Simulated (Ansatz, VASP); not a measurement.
**S: VASP beside Ansatz**

```
S
1.0
     0.00000    2.91528    2.91528
     2.91528    0.00000    2.91528
     2.91528    2.91528    0.00000
S
2
Direct
  0.00000 0.00000 0.00000
  0.25000 0.25000 0.25000
```

Change from the starting cell: volume scaled by 1.02, PAW files.

Alike in both runs: task electric field gradients; functional PBE; k mesh 12 × 12 × 12; occupations fermi-dirac, width 0.05 eV; no spin polarisation.

```csv
,VASP,Ansatz
version,VASP 6.6.1,Ansatz 0.2.0
potentials or method,"VASP PAW PBE potentials, release 64 (S)","PAW with Ansatz's default frozen-core files, scalar-relativistic"
plane-wave cutoff (eV),520,420
valence electrons in the cell,12,12
```

|  | VASP | Ansatz | Ansatz less VASP |
| --- | --- | --- | --- |
| pressure (GPa) | -0.9 | -0.8 | +0.07 |
